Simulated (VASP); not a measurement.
# GaN (rocksalt type) (Fm-3m) in VASP: further runs

The runs below take GaN (rocksalt type) through single point, with r2SCAN.

Program: VASP 6.6.1. These are calculated values, not measurements. Logs are shortened: lines on timing, memory, paths and dates and some standing lists are left out, and cuts for length are marked.

## Step 1: The cell of the first run

Symmetry: Fm-3m, No. 225, cubic system. The conventional cell has a = 3.915 Å, b = 3.915 Å, c = 3.915 Å, α = 90.00°, β = 90.00°, γ = 90.00°. Ga (site symmetry m-3m) has 6 N at 1.96 Å within 2.6 Å. Within 2.6 Å of N (site symmetry m-3m) lie 6 Ga at 1.96 Å.

## Step 2: Single point, r2SCAN (7.50 Å³/atom)

POSCAR reads:

```
GaN
1.0
    0.0000000000      1.9574529423      1.9574529423
    1.9574529423      0.0000000000      1.9574529423
    1.9574529423      1.9574529423      0.0000000000
Ga N
1 1
Direct
    0.0000000000      0.0000000000      0.0000000000
    0.5000000000      0.5000000000      0.5000000000
```

INCAR.step1 reads:

```
SYSTEM = GaN
  ALGO = Normal
  EDIFF = 1E-4
  ENCUT = 520
  GGA = PE
  ISMEAR = -1
  LASPH = .TRUE.
  LCHARG = .FALSE.
  LREAL = .FALSE.
  LWAVE = .TRUE.
  NBANDS = 16
  NELM = 100
  PREC = Accurate
  SIGMA = 0.1
```

INCAR.step2 reads:

```
SYSTEM = GaN
  ALGO = Normal
  EDIFF = 1E-6
  ENCUT = 520
  ISIF = 2
  ISMEAR = -1
  ISTART = 1
  LASPH = .TRUE.
  LCHARG = .TRUE.
  LELF = .TRUE.
  LMIXTAU = .TRUE.
  LREAL = .FALSE.
  LVHAR = .TRUE.
  LWAVE = .FALSE.
  METAGGA = R2SCAN
  NBANDS = 16
  NELM = 100
  PREC = Accurate
  SIGMA = 0.1
```

KPOINTS reads:

```
k-points
0
G
  15 15 15
  0 0 0
```

Potentials or basis: VASP PAW PBE potentials, release 64 (Ga_d, N).

The run is started by

```console
$ cat potpaw_PBE.64/Ga_d/POTCAR potpaw_PBE.64/N/POTCAR > POTCAR
$ cp INCAR.step1 INCAR
$ mpirun -np 1 vasp_std > vasp.out
$ cp INCAR.step2 INCAR
$ mpirun -np 1 vasp_std > vasp.out
```

OUTCAR:

```text
SYSTEM = GaN
   EDIFF = 1E-6
   ENCUT = 520
   ISIF = 2
   ISMEAR = -1
   ISTART = 1
   LASPH = .TRUE.
   LREAL = .FALSE.
   METAGGA = R2SCAN
   NELM = 100
   PREC = Accurate

 ion  position               nearest neighbor table
   1  0.000  0.000  0.000-   2 1.96   2 1.96   2 1.96   2 1.96   2 1.96   2 1.96
   2  0.500  0.500  0.500-   1 1.96   1 1.96   1 1.96   1 1.96   1 1.96   1 1.96

  LATTYP: Found a face centered cubic cell.
 ALAT       =     3.9149058846

  Lattice vectors:

 A1 = (   0.0000000000,   1.9574529423,   1.9574529423)
 A2 = (   1.9574529423,   0.0000000000,   1.9574529423)
 A3 = (   1.9574529423,   1.9574529423,   0.0000000000)

Analysis of symmetry for initial positions (statically):
=====================================================================
 Subroutine PRICEL returns:
 Original cell was already a primitive cell.

 Routine SETGRP: Setting up the symmetry group for a
 face centered cubic supercell.

 Subroutine GETGRP returns: Found 48 space group operations
 (whereof 48 operations were pure point group operations)
 out of a pool of 48 trial point group operations.

The static configuration has the point symmetry O_h .

Analysis of symmetry for dynamics (positions and initial velocities):
=====================================================================
 Subroutine PRICEL returns:
 Original cell was already a primitive cell.

 Routine SETGRP: Setting up the symmetry group for a
 face centered cubic supercell.

 Subroutine GETGRP returns: Found 48 space group operations
 (whereof 48 operations were pure point group operations)
 out of a pool of 48 trial point group operations.

The dynamic configuration has the point symmetry O_h .

 Subroutine INISYM returns: Found 48 space group operations
 (whereof 48 operations are pure point group operations),
 and found     1 'primitive' translations

----------------------------------------------------------------------------------------

                                     Primitive cell

  volume of cell :      15.0004

  direct lattice vectors                    reciprocal lattice vectors
     0.000000000  1.957452942  1.957452942    -0.255433982  0.255433982  0.255433982
     1.957452942  0.000000000  1.957452942     0.255433982 -0.255433982  0.255433982
     1.957452942  1.957452942  0.000000000     0.255433982  0.255433982 -0.255433982

  length of vectors
     2.768256499  2.768256499  2.768256499     0.442424635  0.442424635  0.442424635

  position of ions in fractional coordinates (direct lattice)
     0.000000000  0.000000000  0.000000000
     0.500000000  0.500000000  0.500000000

  ion indices of the primitive-cell ions
   primitive index   ion index
                 1           1
                 2           2

----------------------------------------------------------------------------------------

 KPOINTS: k-points

Automatic generation of k-mesh.
 Grid dimensions read from file:
 generate k-points for:   15   15   15

 Generating k-lattice:

  Cartesian coordinates                     Fractional coordinates (reciprocal lattice)
    -0.017028932  0.017028932  0.017028932     0.066666667  0.000000000  0.000000000
     0.017028932 -0.017028932  0.017028932     0.000000000  0.066666667  0.000000000
     0.017028932  0.017028932 -0.017028932     0.000000000  0.000000000  0.066666667

  Length of vectors
     0.029494976  0.029494976  0.029494976

  Shift w.r.t. Gamma in fractional coordinates (k-lattice)
     0.000000000  0.000000000  0.000000000

 Subroutine IBZKPT returns following result:
 ===========================================

 Found    120 irreducible k-points:

 Following reciprocal coordinates:
            Coordinates               Weight
  0.000000  0.000000  0.000000      1.000000
  0.066667  0.000000  0.000000      8.000000
  0.133333  0.000000  0.000000      8.000000
  0.200000  0.000000  0.000000      8.000000
  0.266667  0.000000  0.000000      8.000000
  0.333333  0.000000  0.000000      8.000000
[... 16 lines left out ...]
  0.133333  0.133333  0.000000      6.000000
  0.200000  0.133333  0.000000     24.000000
 [... further k-points ...]
   k-points           NKPTS =    120   k-points in BZ     NKDIM =    120   number of bands    NBANDS=     16
   number of dos      NEDOS =    301   number of ions     NIONS =      2
   total plane-waves  NPLWV =  13824
   dimension x,y,z NGX =    24 NGY =   24 NGZ =   24
   dimension x,y,z NGXF=    48 NGYF=   48 NGZF=   48
   ions per type =               1   1
   NGX,Y,Z   is equivalent  to a cutoff of  14.41, 14.41, 14.41 a.u.
   NGXF,Y,Z  is equivalent  to a cutoff of  28.83, 28.83, 28.83 a.u.
 SYSTEM =  GaN
   PREC   = accura    normal or accurate (medium, high low for compatibility)
   ISTART =      1    job   : 0-new  1-cont  2-samecut
   ICHARG =      0    charge: 1-file 2-atom 10-const
   ISPIN  =      1    spin polarized calculation?
   LNONCOLLINEAR =      F non collinear calculations
   LSORBIT =      F    spin-orbit coupling
   LASPH  =      T    aspherical Exc in radial PAW
   ENCUT  =  520.0 eV  38.22 Ry    6.18 a.u.   5.15  5.15  5.15*2*pi/ulx,y,z
   NELM   =    100;   NELMIN=  2; NELMDL=  0     # of ELM steps
   EDIFF  = 0.1E-05   stopping-criterion for ELM
   LREAL  =      F    real-space projection
   EDIFFG = 0.1E-04   stopping-criterion for IOM
   NSW    =      0    number of steps for IOM
   IBRION =     -1    ionic relax: 0-MD 1-quasi-New 2-CG
   NFREE  =      0    steps in history (QN), initial steepest desc. (CG)
   ISIF   =      2    stress and relaxation
   ISYM   =      2    0-nonsym 1-usesym 2-fastsym
   POTIM  = 0.5000    time-step for ionic-motion
   TEBEG  =    0.0;   TEEND  =   0.0 temperature during run
   PSTRESS=    0.0 pullay stress
   NELECT =      18.0000    total number of electrons
   NUPDOWN=      -1.0000    fix difference up-down
   EMIN   =  10.00;   EMAX   =-10.00  energy-range for DOS
   EFERMI =   0.00;   METHOD = LEGACY
   ISMEAR =    -1;   SIGMA  =   0.10  broadening in eV -4-tet -1-fermi 0-gaus
   EFERMI_NEDOS =   21; number of points for ismear=-14 and -15
   IALGO  =     38    algorithm
   IMIX   =      4    mixing-type and parameters
     AMIX     =   0.40;   BMIX     =  1.00
     AMIX_MAG =   1.60;   BMIX_MAG =  1.00
  volume/ion in A,a.u.               =       7.50        50.61
  Fermi-wavevector in a.u.,A,eV,Ry     =   1.739660  3.287480 41.176894  3.026416
  Thomas-Fermi vector in A             =   2.812458
   LORBIT       =      0    0 simple, 1 ext, 2 COOP (PROOUT), +10 PAW based schemes
   METAGGA = R2SCAN    functional components
   LHFCALC =     F    Hartree Fock is set to
   AEXX    =    0.0000 exact exchange contribution
   IVDW    =     0    specifies the selected vdW correction
   LEPSILON=     F    determine dielectric tensor
   LRPA    =     F    only Hartree local field effects (RPA)
 non-spin polarized calculation
  energy-cutoff  :      520.00
  volume of cell :       15.00
 maximum number of plane-waves:       419
 NGX is ok and might be reduce to    24
   NGX = 11   NGY = 11   NGZ = 11

 number of electron      17.9999998 magnetization

 Free energy of the ion-electron system (eV)
  ---------------------------------------------------
  ext. energy  EPLUGINS =         0.00000000
  ---------------------------------------------------
  free energy    TOTEN  =       -20.06753597 eV

  energy without entropy =      -20.06753594  energy(sigma->0) =      -20.06753595

 E-fermi :  12.4434     XC(G=0): -15.7278

 val. band max:       10.8590691442   @ k =  -0.2000   0.2000   0.0000
 cond. band min:      13.7502723913   @ k =   0.4667   0.4667   0.0000
 fundamental gap:      2.8912032471
 Fermi energy:        12.4433846304

 k-point     1 :       0.0000    0.0000    0.0000
  band No.  band energies     occupation
      1      -9.8216      2.00000
      2      -3.5134      2.00000
      3      -3.5134      2.00000
      4      -3.5134      2.00000
      5      -3.3831      2.00000
      6      -3.3831      2.00000
[... 8 lines left out ...]
     15      31.5997      0.00000
     16      31.5997      0.00000

 k-point     2 :       0.0667    0.0000    0.0000
  band No.  band energies     occupation
      1      -9.7117      2.00000
      2      -3.5233      2.00000
      3      -3.5052      2.00000
      4      -3.5052      2.00000
      5      -3.3988      2.00000
      6      -3.3987      2.00000
[... 8 lines left out ...]
     15      30.9418      0.00000
     16      30.9419      0.00000

 k-point     3 :       0.1333    0.0000    0.0000
  band No.  band energies     occupation
      1      -9.3860      2.00000
      2      -3.5529      2.00000
      3      -3.5180      2.00000
      4      -3.5180      2.00000
      5      -3.4062      2.00000
      6      -3.4062      2.00000
[... 8 lines left out ...]
     15      30.4365      0.00000
     16      30.4366      0.00000

 k-point     4 :       0.2000    0.0000    0.0000
  band No.  band energies     occupation
      1      -8.8574      2.00000
      2      -3.6020      2.00000
      3      -3.5984      2.00000
      4      -3.5984      2.00000
      5      -3.3538      2.00000
      6      -3.3537      2.00000
[... 8 lines left out ...]
     15      31.0120      0.00000
     16      31.0121      0.00000
[... 324 lines left out ...]
 k-point    22 :      -0.0667    0.0667    0.0000
  band No.  band energies     occupation
      1      -9.5306      2.00000
      2      -3.5393      2.00000
      3      -3.5064      2.00000
      4      -3.4876      2.00000
      5      -3.4579      2.00000
      6      -3.3779      2.00000
[... 8 lines left out ...]
     15      30.9288      0.00000
     16      31.5436      0.00000

 k-point    23 :       0.1333    0.1333    0.0000
  band No.  band energies     occupation
      1      -9.2550      2.00000
      2      -3.5718      2.00000
      3      -3.5698      2.00000
      4      -3.4536      2.00000
      5      -3.4536      2.00000
      6      -3.3504      2.00000
[... 8 lines left out ...]
     15      33.9934      0.00000
     16      34.5060      0.00000

 k-point    24 :       0.2000    0.1333    0.0000
  band No.  band energies     occupation
      1      -8.8862      2.00000
      2      -3.6530      2.00000
      3      -3.6028      2.00000
      4      -3.4532      2.00000
      5      -3.4065      2.00000
      6      -3.3167      2.00000
[... 8 lines left out ...]
     15      34.2069      0.00000
     16      34.7839      0.00000

 [... further k-points ...]

------------------------ aborting loop because EDIFF is reached ----------------------------------------

  FORCE on cell =-STRESS in cart. coord.  units (eV):
  Direction    XX          YY          ZZ          XY          YZ          ZX
  --------------------------------------------------------------------------------------
  -------------------------------------------------------------------------------------
  Total        8.6619355      8.6619355      8.6619355     -0.0000000      0.0000000      0.0000000
  in kB      925.1699990    925.1699990    925.1699990     -0.0000000      0.0000000      0.0000000
  external PRESSURE =     925.1699990 kB  Pullay stress =       0.0000000 kB

 VOLUME and BASIS-vectors are now :
 -----------------------------------------------------------------------------
  energy-cutoff  :      520.00
  volume of cell :       15.00
      direct lattice vectors                 reciprocal lattice vectors
     0.000000000  1.957452942  1.957452942    -0.255433982  0.255433982  0.255433982
     1.957452942  0.000000000  1.957452942     0.255433982 -0.255433982  0.255433982
     1.957452942  1.957452942  0.000000000     0.255433982  0.255433982 -0.255433982

 POSITION                                       TOTAL-FORCE (eV/Angst)
 -----------------------------------------------------------------------------------
      0.00000      0.00000      0.00000         0.000000      0.000000      0.000000
      1.95745      1.95745      1.95745         0.000000     -0.000000     -0.000000
 -----------------------------------------------------------------------------------
    total drift:                                0.000000     -0.000000     -0.000000

  FREE ENERGIE OF THE ION-ELECTRON SYSTEM (eV)
  ---------------------------------------------------
  free  energy   TOTEN  =       -20.0675359689 eV

  energy  without entropy=      -20.0675359402  energy(sigma->0) =      -20.06753595
```

Wall time 3 min (1 thread of Intel Xeon 8259CL, shared host); peak memory 0.17 GiB.

Results:

```yaml
Free_energy: -20.0675 eV
Pressure: 92.5 GPa
Band_gap_on_the_k_mesh: 2.89 eV (least direct gap 6.60 eV)
```

Levels at points of the mesh, in eV from the valence-band top:
```csv
k point,band 7,band 8,band 9,band 10,band 11,band 12
"(0.00, 0.00, 0.00)",-0.86,-0.86,-0.86,5.89,16.94,16.94
```

Caveat: the cell stands under pressure; the PAW data sets were made with another functional, which shifts forces and pressure a little; an odd mesh through Γ misses points on the zone boundary, where band edges can lie.

(Continued in part 2 of 3.)
